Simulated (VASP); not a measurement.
# Se (R-3m) in VASP: single point with PBE

Aim: the single point of Se with PBE.

Program: VASP 6.6.1. These are calculated values, not measurements. Logs are shortened: lines on timing, memory, paths and dates and some standing lists are left out, and cuts for length are marked.

## Step 1: The cell of the first run

Symmetry: R-3m, No. 166, trigonal system. The conventional cell has a = 3.850 Å, b = 3.850 Å, c = 2.645 Å, α = 90.00°, β = 90.00°, γ = 120.00°. Se (site symmetry -3m) has 14 Se at 2.39 to 2.84 Å within 3.2 Å.

## Step 2: Single point, PBE

The input, INCAR:

```
PREC = Accurate
ENCUT = 500
EDIFF = 1E-6
ISMEAR = 0
SIGMA = 0.1
LREAL = False
LASPH = True
NELM = 120
ALGO = Normal
ISIF = 2
LWAVE = False
LCHARG = True
GGA = PE
LELF = True
LVHAR = True
NBANDS = 9
GGA_COMPAT = False
```

The input, KPOINTS:

```
Automatic mesh
0
Gamma
  9 9 9
```

The input, POSCAR:

```
Se
1.0
    1.9250000000      1.1113992682      0.8816666667
   -1.9250000000      1.1113992682      0.8816666667
    0.0000000000     -2.2227985364      0.8816666667
Se
1
Direct
    0.0000000000      0.0000000000      0.0000000000
```

Potentials or basis: VASP PAW PBE potentials, release 64 (Se).

Run with:

```sh
$ cat potpaw_PBE.64/Se/POTCAR > POTCAR
$ mpirun -np 1 vasp_std > vasp.out
```

OUTCAR:

```text
PREC = Accurate
   ENCUT = 500
   EDIFF = 1E-6
   ISMEAR = 0
   LREAL = False
   LASPH = True
   NELM = 120
   ISIF = 2
   GGA = PE

 ion  position               nearest neighbor table
   1  0.000  0.000  0.000-

  LATTYP: Found a trigonal (rhomboedric) cell.
 ALAT       =     2.3912694211
 COS(alpha) =    -0.2960878603

  Lattice vectors:

 A1 = (   1.9250000000,   1.1113992682,   0.8816666667)
 A2 = (  -1.9250000000,   1.1113992682,   0.8816666667)
 A3 = (   0.0000000000,  -2.2227985364,   0.8816666667)

Analysis of symmetry for initial positions (statically):
=====================================================================
 Subroutine PRICEL returns:
 Original cell was already a primitive cell.

 Routine SETGRP: Setting up the symmetry group for a
 trigonal (rhombohedral) supercell.

 Subroutine GETGRP returns: Found 12 space group operations
 (whereof 12 operations were pure point group operations)
 out of a pool of 12 trial point group operations.

The static configuration has the point symmetry D_3d.

Analysis of symmetry for dynamics (positions and initial velocities):
=====================================================================
 Subroutine PRICEL returns:
 Original cell was already a primitive cell.

 Routine SETGRP: Setting up the symmetry group for a
 trigonal (rhombohedral) supercell.

 Subroutine GETGRP returns: Found 12 space group operations
 (whereof 12 operations were pure point group operations)
 out of a pool of 12 trial point group operations.

The dynamic configuration has the point symmetry D_3d.

 Subroutine INISYM returns: Found 12 space group operations
 (whereof 12 operations are pure point group operations),
 and found     1 'primitive' translations

----------------------------------------------------------------------------------------

                                     Primitive cell

  volume of cell :      11.3177

  direct lattice vectors                    reciprocal lattice vectors
     1.925000000  1.111399268  0.881666667     0.259740260  0.149961109  0.378071834
    -1.925000000  1.111399268  0.881666667    -0.259740260  0.149961109  0.378071834
     0.000000000 -2.222798536  0.881666667     0.000000000 -0.299922218  0.378071834

  length of vectors
     2.391269421  2.391269421  2.391269421     0.482588487  0.482588487  0.482588487

  position of ions in fractional coordinates (direct lattice)
     0.000000000  0.000000000  0.000000000

  ion indices of the primitive-cell ions
   primitive index   ion index
                 1           1

----------------------------------------------------------------------------------------

 KPOINTS: Automatic mesh

Automatic generation of k-mesh.
 Grid dimensions read from file:
 generate k-points for:    9    9    9

 Generating k-lattice:

  Cartesian coordinates                     Fractional coordinates (reciprocal lattice)
     0.028860029  0.016662345  0.042007982     0.111111111  0.000000000  0.000000000
    -0.028860029  0.016662345  0.042007982     0.000000000  0.111111111  0.000000000
     0.000000000 -0.033324691  0.042007982     0.000000000  0.000000000  0.111111111

  Length of vectors
     0.053620943  0.053620943  0.053620943

  Shift w.r.t. Gamma in fractional coordinates (k-lattice)
     0.000000000  0.000000000  0.000000000

 Subroutine IBZKPT returns following result:
 ===========================================

 Found     85 irreducible k-points:

 Following reciprocal coordinates:
            Coordinates               Weight
  0.000000  0.000000  0.000000      1.000000
  0.111111 -0.000000  0.000000      6.000000
  0.222222 -0.000000 -0.000000      6.000000
  0.333333  0.000000  0.000000      6.000000
  0.444444 -0.000000 -0.000000      6.000000
  0.111111  0.111111  0.000000      6.000000
[... 16 lines left out ...]
 -0.333333  0.333333  0.000000      6.000000
  0.444444  0.444444 -0.000000      6.000000
 [... further k-points ...]
   k-points           NKPTS =     85   k-points in BZ     NKDIM =     85   number of bands    NBANDS=      9
   number of dos      NEDOS =    301   number of ions     NIONS =      1
   total plane-waves  NPLWV =   5832
   dimension x,y,z NGX =    18 NGY =   18 NGZ =   18
   dimension x,y,z NGXF=    36 NGYF=   36 NGZF=   36
   ions per type =               1
   NGX,Y,Z   is equivalent  to a cutoff of  12.51, 12.51, 12.51 a.u.
   NGXF,Y,Z  is equivalent  to a cutoff of  25.03, 25.03, 25.03 a.u.
 SYSTEM =  unknown system
   PREC   = accura    normal or accurate (medium, high low for compatibility)
   ISTART =      0    job   : 0-new  1-cont  2-samecut
   ICHARG =      2    charge: 1-file 2-atom 10-const
   ISPIN  =      1    spin polarized calculation?
   LNONCOLLINEAR =      F non collinear calculations
   LSORBIT =      F    spin-orbit coupling
   LASPH  =      T    aspherical Exc in radial PAW
   ENCUT  =  500.0 eV  36.75 Ry    6.06 a.u.   4.36  4.36  4.36*2*pi/ulx,y,z
   NELM   =    120;   NELMIN=  2; NELMDL= -5     # of ELM steps
   EDIFF  = 0.1E-05   stopping-criterion for ELM
   LREAL  =      F    real-space projection
   EDIFFG = 0.1E-04   stopping-criterion for IOM
   NSW    =      0    number of steps for IOM
   IBRION =     -1    ionic relax: 0-MD 1-quasi-New 2-CG
   NFREE  =      0    steps in history (QN), initial steepest desc. (CG)
   ISIF   =      2    stress and relaxation
   ISYM   =      2    0-nonsym 1-usesym 2-fastsym
   POTIM  = 0.5000    time-step for ionic-motion
   TEBEG  =    0.0;   TEEND  =   0.0 temperature during run
   PSTRESS=    0.0 pullay stress
   NELECT =       6.0000    total number of electrons
   NUPDOWN=      -1.0000    fix difference up-down
   EMIN   =  10.00;   EMAX   =-10.00  energy-range for DOS
   EFERMI =   0.00;   METHOD = LEGACY
   ISMEAR =     0;   SIGMA  =   0.10  broadening in eV -4-tet -1-fermi 0-gaus
   EFERMI_NEDOS =   21; number of points for ismear=-14 and -15
   IALGO  =     38    algorithm
   IMIX   =      4    mixing-type and parameters
     AMIX     =   0.40;   BMIX     =  1.00
     AMIX_MAG =   1.60;   BMIX_MAG =  1.00
  volume/ion in A,a.u.               =      11.32        76.38
  Fermi-wavevector in a.u.,A,eV,Ry     =   1.324971  2.503832 23.885687  1.755548
  Thomas-Fermi vector in A             =   2.454466
   LORBIT       =      0    0 simple, 1 ext, 2 COOP (PROOUT), +10 PAW based schemes
   GGA     = PE    functional components
   LHFCALC =     F    Hartree Fock is set to
   AEXX    =    0.0000 exact exchange contribution
   IVDW    =     0    specifies the selected vdW correction
   LEPSILON=     F    determine dielectric tensor
   LRPA    =     F    only Hartree local field effects (RPA)
 non-spin polarized calculation
 Gauss-broadening in eV      SIGMA  =   0.10
  energy-cutoff  :      500.00
  volume of cell :       11.32
 maximum number of plane-waves:       297
 NGX is ok and might be reduce to    18
   NGX =  9   NGY =  9   NGZ =  9

 number of electron       6.0000000 magnetization

 Free energy of the ion-electron system (eV)
  ---------------------------------------------------
  ext. energy  EPLUGINS =         0.00000000
  ---------------------------------------------------
  free energy    TOTEN  =        -0.23686180 eV

  energy without entropy =       -0.23230243  energy(sigma->0) =       -0.23458212

 E-fermi :  14.7565     XC(G=0): -13.4433

 val. band max:       14.7181974336   @ k =  -0.2222   0.2222   0.0000
 cond. band min:      14.7691491867   @ k =  -0.4444   0.4444   0.2222
 fundamental gap:      0.0509517531
 Fermi energy:        14.7564970261

 k-point     1 :       0.0000    0.0000    0.0000
  band No.  band energies     occupation
      1      -8.7845      2.00000
      2      20.3973      0.00000
      3      22.6616      0.00000
      4      22.6616      0.00000
      5      27.2630      0.00000
      6      27.2630      0.00000
      7      29.7251      0.00000
      8      33.3971      0.00000
      9      33.3977      0.00000

 k-point     2 :       0.1111   -0.0000    0.0000
  band No.  band energies     occupation
      1      -8.3594      2.00000
      2      17.6882      0.00000
      3      20.5209      0.00000
      4      22.0239      0.00000
      5      26.8189      0.00000
      6      28.3319      0.00000
      7      30.7000      0.00000
      8      32.4287      0.00000
      9      33.0208      0.00000

 k-point     3 :       0.2222   -0.0000   -0.0000
  band No.  band energies     occupation
      1      -7.0890      2.00000
      2      12.1934      2.00000
      3      18.7207      0.00000
      4      20.8743      0.00000
      5      25.2205      0.00000
      6      26.5067      0.00000
      7      33.0238      0.00000
      8      34.5069      0.00000
      9      34.9069      0.00000

 k-point     4 :       0.3333    0.0000    0.0000
  band No.  band energies     occupation
      1      -5.0029      2.00000
      2       6.9585      2.00000
      3      17.3655      0.00000
      4      19.9623      0.00000
      5      23.6067      0.00000
      6      24.9769      0.00000
      7      34.9821      0.00000
      8      37.0158      0.00000
      9      39.1847      0.00000
[... 205 lines left out ...]
 k-point    22 :      -0.4444    0.3333   -0.0000
  band No.  band energies     occupation
      1      -2.4441      2.00000
      2       6.4185      2.00000
      3      11.4832      2.00000
      4      19.1376      0.00000
      5      23.4586      0.00000
      6      25.8183      0.00000
      7      31.2434      0.00000
      8      36.6848      0.00000
      9      38.6211      0.00000

 k-point    23 :      -0.3333    0.3333    0.0000
  band No.  band energies     occupation
      1      -4.3168      2.00000
      2       8.9531      2.00000
      3      14.5608      1.99435
      4      20.3792      0.00000
      5      20.7870      0.00000
      6      25.4218      0.00000
      7      31.3974      0.00000
      8      33.0863      0.00000
      9      41.5463      0.00000

 k-point    24 :       0.4444    0.4444   -0.0000
  band No.  band energies     occupation
      1       0.6699      2.00000
      2       2.4902      2.00000
      3      10.8730      2.00000
      4      18.7659      0.00000
      5      23.1108      0.00000
      6      25.5026      0.00000
      7      34.2729      0.00000
      8      34.6600      0.00000
      9      39.9940      0.00000

 [... further k-points ...]
[... 5 lines left out ...]
  --------------------------------------------------------------------------------------
  -------------------------------------------------------------------------------------
  Total       11.2539525     11.2539525     11.4585245      0.0000000      0.0000000      0.0000000
  in kB     1593.1590930   1593.1590931   1622.1192047      0.0000000      0.0000000      0.0000000
  external PRESSURE =    1602.8124636 kB  Pullay stress =       0.0000000 kB

 VOLUME and BASIS-vectors are now :
 -----------------------------------------------------------------------------
  energy-cutoff  :      500.00
  volume of cell :       11.32
      direct lattice vectors                 reciprocal lattice vectors
     1.925000000  1.111399268  0.881666667     0.259740260  0.149961109  0.378071834
    -1.925000000  1.111399268  0.881666667    -0.259740260  0.149961109  0.378071834
     0.000000000 -2.222798536  0.881666667     0.000000000 -0.299922218  0.378071834

 POSITION                                       TOTAL-FORCE (eV/Angst)
 -----------------------------------------------------------------------------------
      0.00000      0.00000      0.00000         0.000000     -0.000000      0.000000
 -----------------------------------------------------------------------------------
    total drift:                               -0.000000      0.000000      0.000000

  FREE ENERGIE OF THE ION-ELECTRON SYSTEM (eV)
  ---------------------------------------------------
  free  energy   TOTEN  =        -0.2368618048 eV

  energy  without entropy=       -0.2323024317  energy(sigma->0) =       -0.23458212
```

Wall time 6.8 s (1 thread of Intel Xeon 8259CL, shared host); peak memory 0.12 GiB.

Results:

```
Free energy            : -0.2369 eV
Pressure               : 160.3 GPa
Band gap on the k mesh : zero (bands 3 and 4 overlap by 14.58 eV)
```

Caveat: the cell stands under pressure.

The gap in the log of VASP goes by the Fermi energy; the results here count the filled bands.